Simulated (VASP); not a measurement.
A run of VASP 6.6.1:

Contents of INCAR:

```
  ALGO = Normal
  EDIFF = 1E-6
  ENCUT = 520
  GGA = PE
  ISIF = 2
  ISMEAR = 0
  LASPH = T
  LCHARG = F
  LDAU = T
  LDAUJ = 0 0 0
  LDAUL = -1 2 -1
  LDAUPRINT = 1
  LDAUTYPE = 2
  LDAUU = 0 4 0
  LMAXMIX = 4
  LREAL = F
  LWAVE = F
  NBANDS = 28
  NELM = 150
  PREC = Accurate
  SIGMA = 0.02
```

Contents of KPOINTS:

```
k-points
0
Gamma
  6 6 6
```

Contents of POSCAR:

```
BaTiO3
1.0
    2.9034327902      1.6762977030      2.3814040378
   -2.9034327902      1.6762977030      2.3814040378
    0.0000000000     -3.3525954060      2.3814040378
Ba Ti O
1 1 3
Direct
    0.0050583078      0.0050583078      0.0050583078
    0.5176191851      0.5176191851      0.5176191851
    0.4870314484      0.9743606104      0.4870314484
    0.4870314484      0.4870314484      0.9743606104
    0.9743606104      0.4870314484      0.4870314484
```

Potentials or basis: VASP PAW PBE potentials, release 64 (Ba_sv, Ti_sv, O).

Run with:

```console
$ cat potpaw_PBE.64/Ba_sv/POTCAR potpaw_PBE.64/Ti_sv/POTCAR potpaw_PBE.64/O/POTCAR > POTCAR
$ mpirun -np 1 vasp_std > vasp.out
```

Hardware: 1 thread of Intel(R) Xeon(R) 6975P-C (Granite Rapids), with other jobs on the host.

Estimate the wall time of this run.

Run time: 22 s on 1 thread of Intel(R) Xeon(R) 6975P-C (Granite Rapids), on a shared host, peak memory 0.21 GiB. Counts: scf iterations 15, k points 32.
